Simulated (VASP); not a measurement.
# MgBe2S3 (Cmmm) in VASP: a series of runs, part 2 of 2

VASP 6.6.1.

### Step 5. Relaxation of cell and atoms, PBE

This run uses another cell than the first one, of 17.07 Å³/atom, 1.017 times its volume.

INCAR

```
SYSTEM = MgBe2S3
PREC = Accurate
ENCUT = 600
EDIFF = 1E-7
ISMEAR = 0
SIGMA = 0.1
LREAL = .False.
LASPH = .True.
NELM = 60
ALGO = Normal
ISIF = 3
LWAVE = .False.
LCHARG = .False.
GGA = PE
IBRION = 2
NSW = 90
EDIFFG = -0.04
```

KPOINTS

```
regular mesh
0
Gamma
  4 4 4
  0 0 0
```

POSCAR

```
MgBe2S3
1.0
    2.6987739400     -4.5323429500      0.0000000000
    2.6987739400      4.5323429500      0.0000000000
    0.0000000000      0.0000000000      4.1876032100
Mg Be S
1 2 3
Direct
    0.0000000000      0.0000000000      0.0000000000
    0.5000000000      0.0000000000      0.5000000000
    0.0000000000      0.5000000000      0.5000000000
    0.6610916900      0.3389083100      0.0000000000
    0.3389083100      0.6610916900      0.0000000000
    0.5000000000      0.5000000000      0.5000000000
```

Potentials or basis: VASP PAW PBE potentials, release 64 (Mg, Be, S).

Launch:

```console
cat potpaw_PBE.64/Mg/POTCAR potpaw_PBE.64/Be/POTCAR potpaw_PBE.64/S/POTCAR > POTCAR
mpirun -np 1 vasp_std > vasp.out
```

OUTCAR:

```text
SYSTEM = MgBe2S3
   PREC = Accurate
   ENCUT = 600
   EDIFF = 1E-7
   ISMEAR = 0
   LREAL = .False.
   LASPH = .True.
   NELM = 60
   ISIF = 3
   GGA = PE
   IBRION = 2
   NSW = 90
   EDIFFG = -0.04

 ion  position               nearest neighbor table
   1  0.000  0.000  0.000-   4 3.07   5 3.07   4 3.07   5 3.07   4 3.07   5 3.07
   2  0.500  0.000  0.500-
   3  0.000  0.500  0.500-
   4  0.661  0.339  0.000-   6 2.55   6 2.55   1 3.07   1 3.07   1 3.07
   5  0.339  0.661  0.000-   6 2.55   6 2.55   1 3.07   1 3.07   1 3.07
   6  0.500  0.500  0.500-   4 2.55   5 2.55   4 2.55   5 2.55

  LATTYP: Found a base centered orthorhombic cell.
 ALAT       =     5.3975478800
 B/A-ratio  =     1.6794081501
 C/A-ratio  =     0.7758343794

  Lattice vectors:

 A1 = (   2.6987739400,  -4.5323429500,   0.0000000000)
 A2 = (   2.6987739400,   4.5323429500,   0.0000000000)
 A3 = (   0.0000000000,   0.0000000000,   4.1876032100)

Analysis of symmetry for initial positions (statically):
=====================================================================
 Subroutine PRICEL returns:
 Original cell was already a primitive cell.

 Routine SETGRP: Setting up the symmetry group for a
 base centered orthorhombic supercell.

 Subroutine GETGRP returns: Found  8 space group operations
 (whereof  8 operations were pure point group operations)
 out of a pool of  8 trial point group operations.

The static configuration has the point symmetry D_2h.

Analysis of symmetry for dynamics (positions and initial velocities):
=====================================================================
 Subroutine PRICEL returns:
 Original cell was already a primitive cell.

 Routine SETGRP: Setting up the symmetry group for a
 base centered orthorhombic supercell.

 Subroutine GETGRP returns: Found  8 space group operations
 (whereof  8 operations were pure point group operations)
 out of a pool of  8 trial point group operations.

The dynamic configuration has the point symmetry D_2h.

 Subroutine INISYM returns: Found  8 space group operations
 (whereof  8 operations are pure point group operations),
 and found     1 'primitive' translations

----------------------------------------------------------------------------------------

                                     Primitive cell

  volume of cell :     102.4436

  direct lattice vectors                    reciprocal lattice vectors
     2.698773940 -4.532342950  0.000000000     0.185269315 -0.110318219  0.000000000
     2.698773940  4.532342950  0.000000000     0.185269315  0.110318219  0.000000000
     0.000000000  0.000000000  4.187603210     0.000000000  0.000000000  0.238800084

  length of vectors
     5.274989421  5.274989421  4.187603210     0.215626595  0.215626595  0.238800084

  position of ions in fractional coordinates (direct lattice)
     0.000000000  0.000000000  0.000000000
     0.500000000  1.000000000  0.500000000
     1.000000000  0.500000000  0.500000000
     0.661091690  0.338908310  0.000000000
     0.338908310  0.661091690  0.000000000
     0.500000000  0.500000000  0.500000000

  ion indices of the primitive-cell ions
   primitive index   ion index
                 1           1
                 2           2
                 3           3
                 4           4
                 5           5
                 6           6

----------------------------------------------------------------------------------------

 KPOINTS: regular mesh

Automatic generation of k-mesh.
 Grid dimensions read from file:
 generate k-points for:    4    4    4

 Generating k-lattice:

  Cartesian coordinates                     Fractional coordinates (reciprocal lattice)
     0.046317329 -0.027579555  0.000000000     0.250000000 -0.000000000  0.000000000
     0.046317329  0.027579555  0.000000000    -0.000000000  0.250000000  0.000000000
     0.000000000  0.000000000  0.059700021     0.000000000  0.000000000  0.250000000

  Length of vectors
     0.053906649  0.053906649  0.059700021

  Shift w.r.t. Gamma in fractional coordinates (k-lattice)
     0.000000000  0.000000000  0.000000000

 Subroutine IBZKPT returns following result:
 ===========================================

 Found     21 irreducible k-points:

 Following reciprocal coordinates:
            Coordinates               Weight
  0.000000  0.000000  0.000000      1.000000
  0.250000  0.000000  0.000000      4.000000
  0.500000  0.000000  0.000000      2.000000
  0.250000  0.250000  0.000000      2.000000
  0.500000  0.250000  0.000000      4.000000
 -0.250000  0.250000  0.000000      2.000000
[... 13 lines left out ...]
 -0.250000  0.250000  0.500000      2.000000
  0.500000  0.500000  0.500000      1.000000
   k-points           NKPTS =     21   k-points in BZ     NKDIM =     21   number of bands    NBANDS=     16
   number of dos      NEDOS =    301   number of ions     NIONS =      6
   total plane-waves  NPLWV =  63504
   dimension x,y,z NGX =    42 NGY =   42 NGZ =   36
   dimension x,y,z NGXF=    84 NGYF=   84 NGZF=   72
   ions per type =               1   2   3
   NGX,Y,Z   is equivalent  to a cutoff of  13.24, 13.24, 14.29 a.u.
   NGXF,Y,Z  is equivalent  to a cutoff of  26.47, 26.47, 28.58 a.u.
 SYSTEM =  MgBe2S3
   PREC   = accura    normal or accurate (medium, high low for compatibility)
   ISTART =      0    job   : 0-new  1-cont  2-samecut
   ICHARG =      2    charge: 1-file 2-atom 10-const
   ISPIN  =      1    spin polarized calculation?
   LNONCOLLINEAR =      F non collinear calculations
   LSORBIT =      F    spin-orbit coupling
   LASPH  =      T    aspherical Exc in radial PAW
   ENCUT  =  600.0 eV  44.10 Ry    6.64 a.u.  10.54 10.54  8.36*2*pi/ulx,y,z
   NELM   =     60;   NELMIN=  2; NELMDL= -5     # of ELM steps
   EDIFF  = 0.1E-06   stopping-criterion for ELM
   LREAL  =      F    real-space projection
   EDIFFG = -.4E-01   stopping-criterion for IOM
   NSW    =     90    number of steps for IOM
   IBRION =      2    ionic relax: 0-MD 1-quasi-New 2-CG
   NFREE  =      1    steps in history (QN), initial steepest desc. (CG)
   ISIF   =      3    stress and relaxation
   ISYM   =      2    0-nonsym 1-usesym 2-fastsym
   POTIM  = 0.5000    time-step for ionic-motion
   TEBEG  =    0.0;   TEEND  =   0.0 temperature during run
   PSTRESS=    0.0 pullay stress
   NELECT =      24.0000    total number of electrons
   NUPDOWN=      -1.0000    fix difference up-down
   EMIN   =  10.00;   EMAX   =-10.00  energy-range for DOS
   EFERMI =   0.00;   METHOD = LEGACY
   ISMEAR =     0;   SIGMA  =   0.10  broadening in eV -4-tet -1-fermi 0-gaus
   EFERMI_NEDOS =   21; number of points for ismear=-14 and -15
   IALGO  =     38    algorithm
   IMIX   =      4    mixing-type and parameters
     AMIX     =   0.40;   BMIX     =  1.00
     AMIX_MAG =   1.60;   BMIX_MAG =  1.00
  volume/ion in A,a.u.               =      17.07       115.22
  Fermi-wavevector in a.u.,A,eV,Ry     =   1.009215  1.907140 13.857734  1.018515
  Thomas-Fermi vector in A             =   2.142129
   LORBIT       =      0    0 simple, 1 ext, 2 COOP (PROOUT), +10 PAW based schemes
   GGA     = PE    functional components
   LHFCALC =     F    Hartree Fock is set to
   AEXX    =    0.0000 exact exchange contribution
   IVDW    =     0    specifies the selected vdW correction
   LEPSILON=     F    determine dielectric tensor
   LRPA    =     F    only Hartree local field effects (RPA)
 conjugate gradient relaxation of ions
 non-spin polarized calculation
 Gauss-broadening in eV      SIGMA  =   0.10
  energy-cutoff  :      600.00
  volume of cell :      102.44
 maximum number of plane-waves:      3442
   NGX = 21   NGY = 21   NGZ = 17

--------------------------------------- Ionic step        1  -------------------------------------------

 number of electron      24.0000001 magnetization

 Free energy of the ion-electron system (eV)
  ---------------------------------------------------
  ext. energy  EPLUGINS =         0.00000000
  ---------------------------------------------------
  free energy    TOTEN  =       -18.43665212 eV

  energy without entropy =      -18.42449212  energy(sigma->0) =      -18.43057212

------------------------ aborting loop because EDIFF is reached ----------------------------------------

  FORCE on cell =-STRESS in cart. coord.  units (eV):
  Direction    XX          YY          ZZ          XY          YZ          ZX
  --------------------------------------------------------------------------------------
  -------------------------------------------------------------------------------------
  Total       -7.2691022     -1.2757046     -2.5687216      0.0000000      0.0000000      0.0000000
  in kB     -113.6858906    -19.9515165    -40.1737915      0.0000000      0.0000000      0.0000000
  external PRESSURE =     -57.9370662 kB  Pullay stress =       0.0000000 kB
[... 904 lines left out ...]
      3      -6.7462      2.00000
      4      -2.9792      2.00000
      5      -1.8878      2.00000
      6      -1.2163      2.00000
[... 8 lines left out ...]
     15       8.5374      0.00000
     16       8.5432      0.00000

[... ionic steps 4 to 35 ...]

--------------------------------------- Ionic step       36  -------------------------------------------

 number of electron      24.0000014 magnetization

------------------------ aborting loop because EDIFF is reached ----------------------------------------
[... 75 lines left out ...]
--------------------------------------- Ionic step       38  -------------------------------------------

 number of electron      24.0000010 magnetization

 Free energy of the ion-electron system (eV)
  ---------------------------------------------------
  ext. energy  EPLUGINS =         0.00000000
  ---------------------------------------------------
  free energy    TOTEN  =       -22.95640597 eV

  energy without entropy =      -22.93973189  energy(sigma->0) =      -22.94806893

 E-fermi :   3.7138     XC(G=0):  -8.9235

 val. band max:        3.6911720997   @ k =   0.2500   0.0000   0.0000
 cond. band min:       3.7324205544   @ k =   0.5000   0.2500   0.0000
 fundamental gap:      0.0412484548
 Fermi energy:         3.7137931259
[... 430 lines left out ...]
  FREE ENERGIE OF THE ION-ELECTRON SYSTEM (eV)
  ---------------------------------------------------
  free  energy   TOTEN  =       -22.9564059728 eV

  energy  without entropy=      -22.9397318895  energy(sigma->0) =      -22.94806893

 reached required accuracy - stopping structural energy minimisation
```

Run time: 10 min. Hardware: 1 thread of Intel Xeon 6975P-C (Granite Rapids), shared host; peak memory 0.28 GiB.

Results:

```
Free energy                            : -22.9564 eV
Relaxed volume                         : 18.14 Å³/atom
Relaxed cell                           : a = 8.683 Å, b = 8.683 Å, c = 3.141 Å, α = 90.00°, β = 90.00°, γ = 152.64°
Space group after relaxing (to 0.05 Å) : Cmmm (No. 65)
Energy gained by relaxing              : 753.3 meV/atom
Ionic steps                            : 38
Pressure after relaxing                : 0.0 GPa
Largest force after relaxing           : 0.015 eV/Å
Band gap on the k mesh                 : zero (band 12 reaches 3.82 eV, above the bottom of band 13 at 3.42 eV)
```

Forces on the atoms (eV/Å):
```
Mg   0.000  0.000  0.000
Be   0.000  0.000  0.000
Be   0.000  0.000  0.000
S    0.000  0.015  0.000
S    0.000 -0.015  0.000
S    0.000  0.000  0.000
```

Stress tensor (GPa, compression positive):
```
-0.08  0.00  0.00
 0.00 -0.08  0.00
 0.00  0.00  0.04
```

The path:
```csv
step,energy change (eV),largest force (eV/Å),pressure (GPa),volume (Å³)
1,0.0000,1.6145,-5.79,102.44
2,-0.6044,1.2411,-1.82,93.49
3,-0.7830,0.1869,4.14,85.75
4,-0.7878,0.3386,3.13,86.85
5,-0.9025,0.2718,1.13,89.21
6,-0.9163,0.5514,0.29,90.32
7,-0.9833,0.6325,-0.56,91.38
8,-1.2297,0.5881,-2.73,94.33
9,-1.5559,0.1344,-4.54,99.26
10,-1.5591,0.3406,-4.61,100.13
11,-1.5618,0.2447,-4.60,99.72
12,-1.5797,0.2942,-4.56,99.78
13,-1.6244,0.4376,-4.42,99.91
14,-1.6710,0.6544,-4.10,100.04
15,-1.7488,0.6918,-3.84,99.34
16,-1.9667,0.8857,-2.78,97.19
17,-2.3083,1.5454,0.28,92.64
18,-1.9251,3.6805,13.11,82.67
19,-2.3565,2.0369,2.68,90.14
20,-2.6012,2.1698,2.64,90.34
21,-3.3108,2.1859,3.37,90.44
22,-3.3543,0.5110,13.65,88.36
23,-3.6462,1.2782,8.78,89.45
24,-3.9679,0.9505,6.56,93.44
25,-4.2650,0.3353,4.13,100.30
26,-4.2058,0.8064,2.71,114.47
27,-4.3162,0.3268,3.31,107.05
28,-4.4545,0.0043,0.64,109.65
29,-4.4871,0.1968,-1.02,111.56
30,-4.5034,0.0428,-0.54,110.64
31,-4.5067,0.0454,-0.31,110.12
32,-4.5103,0.2220,0.11,109.08
33,-4.4692,0.6020,1.41,106.95
34,-4.5105,0.2356,0.15,108.99
35,-4.5172,0.1459,0.03,108.93
36,-4.5186,0.0922,-0.02,108.88
37,-4.5187,0.0855,-0.03,108.88
38,-4.5198,0.0153,-0.04,108.82
```

Final structure:
```
Mg Be S
1.0
     2.05324   -8.43638    0.00000
     2.05324    8.43638    0.00000
     0.00000    0.00000    3.14098
Mg Be S
1 2 3
Direct
  0.00000 0.00000 0.00000
  0.50000 0.00000 0.50000
  0.00000 0.50000 0.50000
  0.68320 0.31680 0.00000
  0.31680 0.68320 0.00000
  0.50000 0.50000 0.50000
```

Caveat: the k points lie up to 0.50 Å⁻¹ apart in the final cell.

### Step 6. Relaxation of cell and atoms, PBE

INCAR

```
PREC = Accurate ; ENCUT = 600
EDIFF = 1E-7 ; ISMEAR = 0
SIGMA = 0.1 ; LREAL = False
LASPH = True ; NELM = 60
ALGO = Normal ; ISIF = 3
LWAVE = False ; LCHARG = False
GGA = PE ; IBRION = 2
NSW = 90 ; EDIFFG = -0.04
```

KPOINTS

```
Automatic mesh
0
Gamma
  4 4 6
```

POSCAR

```
MgBe2S3
1.0
    2.2193914351     -7.3242847580      0.0000000000
    2.2193914351      7.3242847580      0.0000000000
    0.0000000000      0.0000000000      3.0996863112
Mg Be S
1 2 3
Direct
    0.0000000000      0.0000000000      0.0000000000
    0.5000000000      0.0000000000      0.5000000000
    0.0000000000      0.5000000000      0.5000000000
    0.8226741488      0.1773258512      0.0000000000
    0.1773258512      0.8226741488      0.0000000000
    0.5000000000      0.5000000000      0.5000000000
```

Potentials or basis: VASP PAW PBE potentials, release 64 (Mg, Be, S).

Launch:

```console
cat potpaw_PBE.64/Mg/POTCAR potpaw_PBE.64/Be/POTCAR potpaw_PBE.64/S/POTCAR > POTCAR
mpirun -np 1 vasp_std > vasp.out
```

Wall time 1.8 min (1 thread of Intel Xeon 6975P-C, shared host); peak memory 0.37 GiB.

The run converged. Its results:

```
Free energy                            : -23.9802 eV
Relaxed volume                         : 16.84 Å³/atom
Relaxed cell                           : a = 7.648 Å, b = 7.648 Å, c = 3.125 Å, α = 90.00°, β = 90.00°, γ = 146.43°
Space group after relaxing (to 0.05 Å) : Cmmm (No. 65)
Energy gained by relaxing              : 1.0 meV/atom
Ionic steps                            : 2
Pressure after relaxing                : -0.2 GPa
Largest force after relaxing           : 0.004 eV/Å
Band gap on the k mesh                 : zero (band 12 reaches 5.14 eV, above the bottom of band 13 at 4.14 eV)
```

Forces in eV/Å, atoms in the order of the input:
```
Mg   0.000  0.000  0.000
Be   0.000  0.000  0.000
Be   0.000  0.000  0.000
S    0.000 -0.004  0.000
S    0.000  0.004  0.000
S    0.000  0.000  0.000
```

Stress tensor (GPa, compression positive):
```
-0.37  0.00  0.00
 0.00  0.10  0.00
 0.00  0.00 -0.18
```

The path:
```
step  energy change (eV)  largest force (eV/Å)  pressure (GPa)  volume (Å³)
   1              0.0000                0.0525            0.19       100.77
   2             -0.0059                0.0036           -0.15       101.07
```

Final structure:
```yaml
crystal:
  lattice:
    - [2.20849, -7.32174, 0.00000]
    - [2.20849, 7.32174, 0.00000]
    - [0.00000, 0.00000, 3.12515]
  atoms:
    - { symbol: Mg, position: [0.00000, 0.00000, 0.00000] }
    - { symbol: Be, position: [0.50000, 0.00000, 0.50000] }
    - { symbol: Be, position: [0.00000, 0.50000, 0.50000] }
    - { symbol: S, position: [0.82250, 0.17750, 0.00000] }
    - { symbol: S, position: [0.17750, 0.82250, 0.00000] }
    - { symbol: S, position: [0.50000, 0.50000, 0.50000] }
```

Levels at points of the mesh, in eV from the Fermi level:
```
           k point  band 9  band 10  band 11  band 12  band 13  band 14  band 15  band 16
(0.00, 0.00, 0.00)   -2.29    -1.47    -0.91     0.31     0.54     0.98     2.52     4.45
(0.50, 0.00, 0.00)   -2.09    -2.09    -1.36     0.59     2.45     2.74     4.65     4.74
(0.50, 0.50, 0.00)   -2.96    -2.02    -0.95    -0.70     0.58     2.54     2.88     4.56
(0.00, 0.00, 0.50)   -2.57    -2.08    -1.72    -1.44     0.55     1.43     2.58     3.98
(0.50, 0.00, 0.50)   -3.44    -1.90    -1.48    -1.46    -0.36     0.47     2.90     4.10
(0.50, 0.50, 0.50)   -2.09    -2.08    -1.40    -1.19    -0.42     2.55     2.66     2.72
```

Caveat: the k points lie up to 0.37 Å⁻¹ apart in the final cell.

### Step 7. Single point, PBE

This run uses another cell than the first one, of 16.88 Å³/atom, 1.005 times its volume.

INCAR

```
PREC = Accurate
ENCUT = 520
EDIFF = 1E-7
ISMEAR = 0
SIGMA = 0.1
LREAL = F
LASPH = T
NELM = 80
ALGO = Normal
ISIF = 2
LWAVE = F
LCHARG = F
GGA = PE
NBANDS = 21
```

KPOINTS

```
regular mesh
0
Gamma
  10 10 12
```

POSCAR

```
MgBe2S3
1.0
    2.1940845450     -7.3730174804      0.0000000000
    2.1940845450      7.3730174804      0.0000000000
    0.0000000000      0.0000000000      3.1307747886
Mg Be S
1 2 3
Direct
    0.0000000000      0.0000000000      0.0000000000
    0.5000000000      0.0000000000      0.5000000000
    0.0000000000      0.5000000000      0.5000000000
    0.8224612243      0.1775387757      0.0000000000
    0.1775387757      0.8224612243      0.0000000000
    0.5000000000      0.5000000000      0.5000000000
```

Launch:

```console
cat potpaw_PBE.64/Mg/POTCAR potpaw_PBE.64/Be/POTCAR potpaw_PBE.64/S/POTCAR > POTCAR
mpirun -np 1 vasp_std > vasp.out
```

Run time: 10 min. Hardware: 1 thread of Intel Xeon 6975P-C, shared host; peak memory 0.6 GiB.

It converged, with:

```
Free energy            : -23.9159 eV
Pressure               : -0.1 GPa
Band gap on the k mesh : zero (band 12 reaches 5.03 eV, above the bottom of band 13 at 3.93 eV)
```

Forces in eV/Å, atoms in the order of the input:
```
Mg   0.000  0.000  0.000
Be   0.000  0.000  0.000
Be   0.000  0.000  0.000
S    0.000 -0.003  0.000
S    0.000  0.003  0.000
S    0.000  0.000  0.000
```

Stress tensor (GPa, compression positive):
```
-0.17  0.00  0.00
 0.00 -0.10  0.00
 0.00  0.00 -0.09
```

Levels at points of the mesh, in eV from the Fermi level:
| k point | band 10 | band 11 | band 12 | band 13 | band 14 | band 15 |
| --- | --- | --- | --- | --- | --- | --- |
| (0.00, 0.00, 0.00) | -1.50 | -0.88 | 0.32 | 0.46 | 0.99 | 2.52 |
| (0.50, 0.00, 0.00) | -2.06 | -1.36 | 0.51 | 2.49 | 2.78 | 4.71 |
| (0.50, 0.50, 0.00) | -2.02 | -0.92 | -0.67 | 0.50 | 2.52 | 2.86 |
| (0.00, 0.00, 0.50) | -2.11 | -1.71 | -1.39 | 0.52 | 1.48 | 2.71 |
| (0.50, 0.00, 0.50) | -1.86 | -1.45 | -1.44 | -0.34 | 0.44 | 2.83 |
| (0.50, 0.50, 0.50) | -2.05 | -1.35 | -1.21 | -0.40 | 2.57 | 2.70 |

### Step 8. Overview

| task | cell | k mesh | cutoff (eV) | gap on the mesh (eV) | pressure (GPa) | relaxed volume (Å³/atom) | largest force (eV/Å) |
| --- | --- | --- | --- | --- | --- | --- | --- |
| single point | a = 7.653, b = 7.653, c = 3.100 Å, angles 90.0, 90.0, 146.3°, 6 atoms | 4 × 4 × 4 | 520 | none | -0.2 | - | 0.02 |
| single point | a = 5.275, b = 5.275, c = 4.188 Å, angles 90.0, 90.0, 118.5°, 6 atoms | 4 × 4 × 4 | 520 | none | -5.8 | - | 1.61 |
| single point | a = 7.647, b = 7.647, c = 3.123 Å, angles 90.0, 90.0, 146.4°, 6 atoms | 4 × 4 × 6 | 520 | none | -0.1 | - | 0.04 |
| relaxation of cell and atoms | relaxed from a = 5.275, b = 5.275, c = 4.188 Å, angles 90.0, 90.0, 118.5°, 6 atoms | 4 × 4 × 4 | 600 | none | 0.0 | 18.14 | 0.02 |
| relaxation of cell and atoms | relaxed from a = 7.653, b = 7.653, c = 3.100 Å, angles 90.0, 90.0, 146.3°, 6 atoms | 4 × 4 × 6 | 600 | none | -0.2 | 16.84 | - |
| single point | a = 7.693, b = 7.693, c = 3.131 Å, angles 90.0, 90.0, 146.9°, 6 atoms | 10 × 10 × 12 | 520 | none | -0.1 | - | - |

Alike in all rows: level PBE; potentials or basis VASP PAW PBE potentials, release 64 (Mg, Be, S); no spin polarisation; smearing gaussian 0.1 eV.

Caveats: some runs use coarse meshes; forces of over 1 eV/Å act on the atoms, so gaps and moduli don't describe the material at rest (some runs).

Total energies depend on the potentials used, so only differences within one code and one set of settings carry meaning.
